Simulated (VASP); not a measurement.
Here is a VASP 6.6.1 calculation.

File INCAR:

```
SYSTEM = WSe2
PREC     = Accurate       ! precision mode
ENCUT    = 520            ! plane-wave cutoff, eV
EDIFF    = 1E-7           ! SCF threshold, eV
ISMEAR   = -1             ! smearing method
SIGMA    = 0.02           ! smearing width, eV
LREAL    = .FALSE.        ! projectors in reciprocal space
LASPH    = .TRUE.         ! aspherical terms in the spheres
NELM     = 80             ! most SCF steps
ALGO     = Normal         ! electronic algorithm
ISIF     = 2              ! what is computed and relaxed
LWAVE    = .FALSE.        ! write WAVECAR
LCHARG   = .FALSE.        ! write CHGCAR
GGA      = PS             ! functional
NBANDS   = 20             ! bands
```

Contents of KPOINTS:

```
Automatic mesh
0
G
  6 6 6
  0 0 0
```

The input POSCAR:

```
WSe2
1.0
    0.0000000000      3.0924832564      3.0924832564
    3.0924832564      0.0000000000      3.0924832564
    3.0924832564      3.0924832564      0.0000000000
W Se
1 2
Direct
    0.0000000000      0.0000000000      0.0000000000
    0.2500000000      0.2500000000      0.2500000000
    0.7500000000      0.7500000000      0.7500000000
```

Potentials or basis: VASP PAW PBE potentials, release 64 (W_sv, Se).

Launch:

```sh
$ cat potpaw_PBE.64/W_sv/POTCAR potpaw_PBE.64/Se/POTCAR > POTCAR
$ mpirun -np 1 vasp_std > vasp.out
```

(1) What does it give for the pressure?

(2) What does it give for the band gap on the k mesh?

Answers

(1) -3.1 GPa.

(2) zero (band 13 reaches 6.97 eV, above the bottom of band 14 at 6.25 eV).

Caveat: the PAW data sets were made with another functional, which shifts forces and pressure a little; spin-orbit coupling is left out, which moves the levels of the heavy elements.
